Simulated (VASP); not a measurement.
# ZrS2 (P-3m1) in VASP: a series of runs, part 2 of 2

VASP 6.6.1. The steps go on from the part before.

### Step 3. Vibrations by perturbation theory, LDA

This run uses another cell than the first one, of 17.07 Å³/atom.

INCAR

```
ALGO     = Normal         # electronic algorithm
EDIFF    = 1E-8           # SCF threshold, eV
ENCUT    = 500            # plane-wave cutoff, eV
GGA      = CA             # functional
GGA_COMPAT= False        
IBRION   = 8              # ionic algorithm
ISIF     = 2              # what is computed and relaxed
ISMEAR   = -1             # smearing method
LASPH    = True           # aspherical terms in the spheres
LCHARG   = True           # write CHGCAR
LREAL    = False          # projectors in reciprocal space
LWAVE    = False          # write WAVECAR
NELM     = 120            # most SCF steps
NSW      = 1              # ionic steps
PREC     = Accurate       # precision mode
SIGMA    = 0.15           # smearing width, eV
```

KPOINTS

```
k-points
0
Gamma
  12 12 8
```

POSCAR

```
ZrS2
1.0
    3.3826451515      0.0000000000      0.0000000000
   -1.6913225757      2.9294566332      0.0000000000
    0.0000000000      0.0000000000      5.1680306207
Zr S
1 2
Direct
    0.0000000000      0.0000000000      0.0000000000
    0.3333333333      0.6666666667      0.2920378084
    0.6666666667      0.3333333333      0.7079621916
```

Potentials or basis: VASP PAW LDA potentials, release 64 (Zr_sv, S).

Command:

```bash
cat potpaw_LDA.64/Zr_sv/POTCAR potpaw_LDA.64/S/POTCAR > POTCAR
mpirun -np 1 vasp_std > vasp.out
```

OUTCAR:

```text
EDIFF = 1E-8
   ENCUT = 500
   GGA = CA
   IBRION = 8
   ISIF = 2
   ISMEAR = -1
   LASPH = True
   LREAL = False
   NELM = 120
   NSW = 1
   PREC = Accurate

 ion  position               nearest neighbor table
   1  0.000  0.000  0.000-   2 2.47   3 2.47   2 2.47   3 2.47   3 2.47   2 2.47
   2  0.333  0.667  0.292-   1 2.47   1 2.47   1 2.47
   3  0.667  0.333  0.708-   1 2.47   1 2.47   1 2.47

  LATTYP: Found a hexagonal cell.
 ALAT       =     3.3826451515
 C/A-ratio  =     1.5278074966

  Lattice vectors:

 A1 = (   3.3826451515,   0.0000000000,   0.0000000000)
 A2 = (  -1.6913225757,   2.9294566332,   0.0000000000)
 A3 = (   0.0000000000,   0.0000000000,   5.1680306207)

Analysis of symmetry for initial positions (statically):
=====================================================================
 Subroutine PRICEL returns:
 Original cell was already a primitive cell.

 Routine SETGRP: Setting up the symmetry group for a
 hexagonal supercell.

 Subroutine GETGRP returns: Found 12 space group operations
 (whereof 12 operations were pure point group operations)
 out of a pool of 24 trial point group operations.

The static configuration has the point symmetry D_3d.

Analysis of symmetry for dynamics (positions and initial velocities):
=====================================================================
 Subroutine PRICEL returns:
 Original cell was already a primitive cell.

[... 657 lines left out ...]
[... ionic steps 2 to 3 ...]

--------------------------------------- Ionic step        4  -------------------------------------------

------------------------ aborting loop because EDIFF is reached ----------------------------------------
[... 11 lines left out ...]
[... ionic steps 8 to 8 ...]

--------------------------------------- Ionic step        9  -------------------------------------------

 Free energy of the ion-electron system (eV)
  ---------------------------------------------------
  ---------------------------------------------------
  free energy    TOTEN  =        -0.12346549 eV

  energy without entropy =       -0.12344030

------------------------ aborting loop because EDIFF is reached ----------------------------------------

 INTERNAL STRAIN TENSOR  FOR ION    2  DIRECTION 3   (eV/Angst):
 -----------------------------------------------------------------------------
   -12.76374 -0.00000  0.00000
    -0.00000-12.76374 -0.00000
     0.00000 -0.00000-13.52939

 INTERNAL STRAIN TENSOR FOR ION    3 for displacements in x,y,z  (eV/Angst):
          X           Y           Z          XY          YZ          ZX
  --------------------------------------------------------------------------------
  x    -0.00000     0.00000    -0.00000    -5.42675     0.00000    10.60459
  y    -5.42675     5.42675     0.00000     0.00000    11.73950     0.00000
  z    12.76374    12.76374    13.52939     0.00000     0.00000     0.00000

 SECOND DERIVATIVES (NOT SYMMETRIZED)
 ------------------------------------
               1X          1Y          1Z          2X          2Y          2Z          3X          3Y          3Z
  1X    -6.363453   -0.000000    0.000000    3.181726    0.000000    0.000000    3.181726    0.000000    0.000000
  1Y    -0.000000   -6.363453    0.000000    0.000000    3.181726    0.000000    0.000000    3.181726    0.000000
  1Z     0.000000   -0.000000  -20.721457   -0.000000   -0.000000   10.360728   -0.000000   -0.000000   10.360728
  2X     3.149047    0.000000    0.000000   -5.885051   -0.000000    0.000000    2.736004    0.000000    0.000000
  2Y     0.000000    3.149047    0.000000   -0.000000   -5.885051    0.000000    0.000000    2.736004    0.000000
  2Z     0.000000    0.000000   10.361737   -0.000000    0.000000  -14.163036    0.000000   -0.000000    3.801299
  3X     3.149047    0.000000    0.000000    2.736004    0.000000    0.000000   -5.885051   -0.000000    0.000000
  3Y     0.000000    3.149047    0.000000    0.000000    2.736004    0.000000   -0.000000   -5.885051    0.000000
  3Z     0.000000    0.000000   10.361737    0.000000   -0.000000    3.801299   -0.000000    0.000000  -14.163036

 Eigenvectors and eigenvalues of the dynamical matrix
 ----------------------------------------------------

   1 f  =   11.701294 THz    73.521400 2PiTHz  390.313161 cm-1    48.392643 meV
             X         Y         Z           dx          dy          dz
      0.000000  0.000000  0.000000    -0.000000   -0.000000   -0.000000
     -0.000000  1.952971  1.509260    -0.000000   -0.000000   -0.707107
      1.691323  0.976486  3.658770     0.000000    0.000000    0.707107
[... 43 lines left out ...]
   9 f/i=    0.016298 THz     0.102401 2PiTHz    0.543630 cm-1     0.067402 meV
             X         Y         Z           dx          dy          dz
      0.000000  0.000000  0.000000    -0.222743   -0.731487   -0.000000
     -0.000000  1.952971  1.509260    -0.132744   -0.435930   -0.000000
      1.691323  0.976486  3.658770    -0.132744   -0.435930   -0.000000

--------------------------------------------------------------------------------------------------------

 ELASTIC MODULI CONTR FROM IONIC RELAXATION (kBar)
 Direction    XX          YY          ZZ          XY          YZ          ZX
 --------------------------------------------------------------------------------
 XX        -781.1778   -353.6932   -601.4742     -0.0000    462.3816      0.0000
 YY        -353.6932   -781.1778   -601.4742     -0.0000   -462.3816     -0.0000
 ZZ        -601.4742   -601.4742   -637.5548     -0.0000     -0.0000      0.0000
 XY          -0.0000     -0.0000     -0.0000   -213.7423     -0.0000    417.6812
 YZ         462.3816   -462.3816     -0.0000     -0.0000  -1000.2547     -0.0000
 ZX           0.0000     -0.0000      0.0000    417.6812     -0.0000   -816.2053
 --------------------------------------------------------------------------------
```

Run time: 17 min. Hardware: 1 thread of Intel Xeon 6975P-C (Granite Rapids), shared host; peak memory 1.1 GiB.

What came out:

```
Highest phonon frequency at Γ, LO-TO splitting left out : 390 cm⁻¹
```

Phonon frequencies in cm⁻¹ (negative: imaginary):
| q point | frequencies |
| --- | --- |
| (0.000, 0.000, 0.000) | -1 -1 0 214 214 270 270 387 390 |

Caveat: the cell stands under pressure or tension, which shifts response properties.
